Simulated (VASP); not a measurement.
# LiH (F-43m) in VASP: a series of runs, part 2 of 2

VASP 6.6.1. Earlier steps stand in the parts before.

**3. Single point, PBE**

Contents of INCAR:

```
  PREC = Accurate
  ENCUT = 520
  EDIFF = 1E-7
  ISMEAR = 0
  SIGMA = 0.01
  LREAL = False
  LASPH = True
  NELM = 100
  ALGO = Normal
  ISIF = 2
  LWAVE = False
  LCHARG = False
  GGA = PE
  NBANDS = 9
```

Contents of KPOINTS:

```
regular mesh
0
Gamma
  6 6 6
```

Contents of POSCAR:

```
LiH
1.0
    0.0000000000      2.1451220264      2.1451220264
    2.1451220264      0.0000000000      2.1451220264
    2.1451220264      2.1451220264      0.0000000000
Li H
1 1
Direct
    0.0000000000      0.0000000000      0.0000000000
    0.2500000000      0.2500000000      0.2500000000
```

Potentials or basis: VASP PAW PBE potentials, release 64 (Li_sv, H).

Launch:

```sh
> cat potpaw_PBE.64/Li_sv/POTCAR potpaw_PBE.64/H/POTCAR > POTCAR
> mpirun -np 1 vasp_std > vasp.out
```

OUTCAR:

```text
PREC = Accurate
   ENCUT = 520
   EDIFF = 1E-7
   ISMEAR = 0
   LREAL = False
   LASPH = True
   NELM = 100
   ISIF = 2
   GGA = PE

 ion  position               nearest neighbor table
   1  0.000  0.000  0.000-
   2  0.250  0.250  0.250-

  LATTYP: Found a face centered cubic cell.
 ALAT       =     4.2902440528

  Lattice vectors:

 A1 = (   0.0000000000,   2.1451220264,   2.1451220264)
 A2 = (   2.1451220264,   0.0000000000,   2.1451220264)
 A3 = (   2.1451220264,   2.1451220264,   0.0000000000)

Analysis of symmetry for initial positions (statically):
=====================================================================
 Subroutine PRICEL returns:
 Original cell was already a primitive cell.

 Routine SETGRP: Setting up the symmetry group for a
 face centered cubic supercell.

 Subroutine GETGRP returns: Found 24 space group operations
 (whereof 24 operations were pure point group operations)
 out of a pool of 48 trial point group operations.

The static configuration has the point symmetry T_d .

Analysis of symmetry for dynamics (positions and initial velocities):
=====================================================================
 Subroutine PRICEL returns:
 Original cell was already a primitive cell.

 Routine SETGRP: Setting up the symmetry group for a
 face centered cubic supercell.

 Subroutine GETGRP returns: Found 24 space group operations
 (whereof 24 operations were pure point group operations)
 out of a pool of 48 trial point group operations.

The dynamic configuration has the point symmetry T_d .

 Subroutine INISYM returns: Found 24 space group operations
 (whereof 24 operations are pure point group operations),
 and found     1 'primitive' translations

----------------------------------------------------------------------------------------

                                     Primitive cell
[... 105 lines left out ...]
  Thomas-Fermi vector in A             =   2.090918
   LORBIT       =      0    0 simple, 1 ext, 2 COOP (PROOUT), +10 PAW based schemes
   GGA     = PE    functional components
   LHFCALC =     F    Hartree Fock is set to
   AEXX    =    0.0000 exact exchange contribution
   IVDW    =     0    specifies the selected vdW correction
   LEPSILON=     F    determine dielectric tensor
   LRPA    =     F    only Hartree local field effects (RPA)
 non-spin polarized calculation
 Gauss-broadening in eV      SIGMA  =   0.01
  energy-cutoff  :      520.00
  volume of cell :       19.74
 maximum number of plane-waves:       544
 NGX is ok and might be reduce to    24
   NGX = 11   NGY = 11   NGZ = 11

 number of electron       3.9999993 magnetization

 Free energy of the ion-electron system (eV)
  ---------------------------------------------------
  ext. energy  EPLUGINS =         0.00000000
  ---------------------------------------------------
  free energy    TOTEN  =        -6.03052695 eV

  energy without entropy =       -6.03052695  energy(sigma->0) =       -6.03052695

 E-fermi :  -1.5874     XC(G=0):  -7.6939

 val. band max:       -1.7443141822   @ k =  -0.3333   0.5000   0.1667
 cond. band min:       2.5540955810   @ k =   0.5000   0.0000   0.0000
 fundamental gap:      4.2984097633
 Fermi energy:        -1.5874089225

 k-point     1 :       0.0000    0.0000    0.0000
  band No.  band energies     occupation
      1     -45.0099      2.00000
      2      -5.3500      2.00000
      3      11.4125      0.00000
      4      15.6129      0.00000
      5      15.6129      0.00000
      6      15.6129      0.00000
      7      18.1802      0.00000
      8      18.1802      0.00000
      9      18.1802      0.00000
[... 169 lines left out ...]
 k-point    16 :      -0.3333    0.5000    0.1667
  band No.  band energies     occupation
      1     -44.9798      2.00000
      2      -1.7443      2.00000
      3       5.2090      0.00000
      4       5.2882      0.00000
      5       9.2889      0.00000
      6      14.2280      0.00000
      7      17.8838      0.00000
      8      22.2067      0.00000
      9      26.3801      0.00000

------------------------ aborting loop because EDIFF is reached ----------------------------------------

  FORCE on cell =-STRESS in cart. coord.  units (eV):
  Direction    XX          YY          ZZ          XY          YZ          ZX
  --------------------------------------------------------------------------------------
  -------------------------------------------------------------------------------------
  Total       -0.0243059     -0.0243059     -0.0243059      0.0000000     -0.0000000      0.0000000
  in kB       -1.9725870     -1.9725870     -1.9725870      0.0000000     -0.0000000      0.0000000
  external PRESSURE =      -1.9725870 kB  Pullay stress =       0.0000000 kB

 VOLUME and BASIS-vectors are now :
 -----------------------------------------------------------------------------
  energy-cutoff  :      520.00
  volume of cell :       19.74
      direct lattice vectors                 reciprocal lattice vectors
     0.000000000  2.145122026  2.145122026    -0.233086973  0.233086973  0.233086973
     2.145122026  0.000000000  2.145122026     0.233086973 -0.233086973  0.233086973
     2.145122026  2.145122026  0.000000000     0.233086973  0.233086973 -0.233086973

 POSITION                                       TOTAL-FORCE (eV/Angst)
 -----------------------------------------------------------------------------------
      0.00000      0.00000      0.00000         0.000000      0.000000      0.000000
      1.07256      1.07256      1.07256        -0.000000     -0.000000     -0.000000
 -----------------------------------------------------------------------------------
    total drift:                                0.000000      0.000000      0.000000

  FREE ENERGIE OF THE ION-ELECTRON SYSTEM (eV)
  ---------------------------------------------------
  free  energy   TOTEN  =        -6.0305269494 eV

  energy  without entropy=       -6.0305269494  energy(sigma->0) =       -6.03052695
```

stdout:

```text
POSCAR found type information on POSCAR LiH
 POSCAR found :  2 types and       2 ions
 scaLAPACK will be used
 LDA part: xc-table for (Slater+PW92), standard interpolation
 POSCAR, INCAR and KPOINTS ok, starting setup
 FFT: planning ... GRIDC
 FFT: planning ... GRID_SOFT
 FFT: planning ... GRID
 WAVECAR not read
 entering main loop
```

Wall time 2.4 s (1 thread of Intel Xeon Platinum 8488C (Sapphire Rapids), shared host); peak memory 0.13 GiB.

What came out:

* Free energy: -6.0305 eV
* Band gap on the k mesh: 4.30 eV, indirect (least direct gap 5.27 eV)

Levels at points of the mesh, in eV from the valence-band top:
```tsv
k point	band 1	band 2	band 3	band 4	band 5	band 6	band 7
(0.00, 0.00, 0.00)	-43.27	-3.61	13.16	17.36	17.36	17.36	19.92
(0.50, 0.00, 0.00)	-43.24	-0.97	4.30	15.14	15.14	16.14	19.06
(0.50, 0.50, 0.00)	-43.24	-0.26	7.28	10.05	10.82	10.82	18.45
```

Caveat: the k points lie up to 0.42 Å⁻¹ apart; the cutoff is under 1.25 times the usual one of these potentials, so pressure, stress and relaxed cells hold a basis-set (Pulay) error.
